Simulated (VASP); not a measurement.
Here is a VASP 6.6.1 calculation.

The input INCAR:

```
SYSTEM = Ge
ALGO = Normal
EDIFF = 1E-6
ENCUT = 520
GGA = PS
ISIF = 2
ISMEAR = 0
LASPH = .TRUE.
LCHARG = .FALSE.
LREAL = .FALSE.
LWAVE = .FALSE.
NBANDS = 21
NELM = 100
PREC = Accurate
SIGMA = 0.15
```

File KPOINTS:

```
k-points
0
G
  20 20 20
  0 0 0
```

File POSCAR:

```
Ge
1.0
   -2.5101274760      2.5101274760      1.4323479593
    2.5101274760     -2.5101274760      1.4323479593
    2.5101274760      2.5101274760     -1.4323479593
Ge
2
Direct
    0.2500000000      0.7500000000      0.5000000000
    0.5000000000      0.5000000000      0.0000000000
```

Potentials or basis: VASP PAW PBE potentials, release 64 (Ge_d).

The run is started by

```console
$ cat potpaw_PBE.64/Ge_d/POTCAR > POTCAR
$ mpirun -np 1 vasp_std > vasp.out
```

What does it give for the pressure?

1.5 GPa.

Predict the band gap on the k mesh.

zero (bands 14 and 15 overlap by 5.73 eV).

Stress tensor (GPa, compression positive):
```
 2.48  0.00  0.00
 0.00  2.48  0.00
 0.00  0.00 -0.33
```

Caveat: the cell differs from its parent crystal (strain -0.025 along x and y, +0.025 along z); the PAW data sets were made with another functional, which shifts forces and pressure a little.
